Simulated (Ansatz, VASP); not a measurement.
SnTe: VASP beside Ansatz

```xyz
2
Lattice="0.0000 2.9987 3.2354 2.9987 0.0000 3.2354 2.9987 2.9987 0.0000" Properties=species:S:1:pos:R:3 pbc="T T T"
Sn    0.0000    0.0000    0.0000
Te    2.9987    2.9987    3.2354
```

Change from the starting cell: strain -0.050 along x and y, +0.025 along z, atoms carried along.

Alike in both runs: task single point; functional PBE; k mesh 10 × 10 × 10; occupations gaussian, width 0.03 eV; no spin polarisation.

```csv
,VASP,Ansatz
version,VASP 6.6.1,Ansatz 0.2.0
potentials or method,"VASP PAW PBE potentials, release 64 (Sn_d, Te), cutoff 520 eV","scalar-relativistic, plane waves, PAW"
valence electrons in the cell,20,30
```

Ansatz gave:

- gap on the k mesh at the Fermi level (eV): none
- pressure (GPa): 7.3
- traceless stress, the component that is largest in VASP (GPa): -7.69

Problem. Estimate VASP's values.

Solution. gap on the k mesh at the Fermi level (eV): none; pressure (GPa): 7.2; traceless stress, the component that is largest in VASP (GPa): -7.70.

A gap of «none» marks a metal or a gap that the smearing closes. VASP's potentials hold 20 valence electrons a cell and Ansatz's 30, so a difference there can come from the potentials and not from the codes.

Neither program's run includes spin-orbit coupling.
